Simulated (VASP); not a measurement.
Be2C: single point with RPBE

Be2C:

```xyz
3
Lattice="0.0000 2.1794 2.1794 2.1794 0.0000 2.1794 2.1794 2.1794 0.0000" Properties=species:S:1:pos:R:3 pbc="T T T"
Be    1.0897    1.0897    1.0897
Be    3.2690    3.2690    3.2690
C     0.0000    0.0000    0.0000
```

```
Program             : VASP 6.6.1
Task                : single point
Functional          : RPBE
Potentials or basis : VASP PAW PBE potentials, release 64 (Be, C)
Cutoff              : 600 eV
k mesh              : 8 × 8 × 8
Occupations         : gaussian, width 0.01 eV
Spin                : no spin polarisation
```

| Quantity | Value |
| --- | --- |
| Pressure | 0.1 GPa |
| Band gap on the k mesh | 1.13 eV (least direct gap 4.15 eV) |

Levels at points of the mesh, in eV from the valence-band top:
| k point | band 1 | band 2 | band 3 | band 4 | band 5 | band 6 | band 7 | band 8 |
| --- | --- | --- | --- | --- | --- | --- | --- | --- |
| (0.00, 0.00, 0.00) | -14.95 | 0.00 | 0.00 | 0.00 | 4.15 | 4.15 | 4.15 | 6.50 |
| (0.50, 0.00, 0.00) | -12.13 | -8.61 | -1.79 | -1.79 | 5.00 | 5.00 | 6.77 | 9.73 |
| (0.50, 0.50, 0.00) | -11.38 | -6.73 | -4.63 | -4.63 | 1.13 | 5.57 | 13.12 | 13.12 |

It took 12 s on 1 thread of Intel Xeon 8259CL, with other jobs on the host, peak memory 0.15 GiB.

Caveat: the PAW data sets were made with another functional, which shifts forces and pressure a little. RPBE gaps usually lie below the measured ones, often by a third to a half.
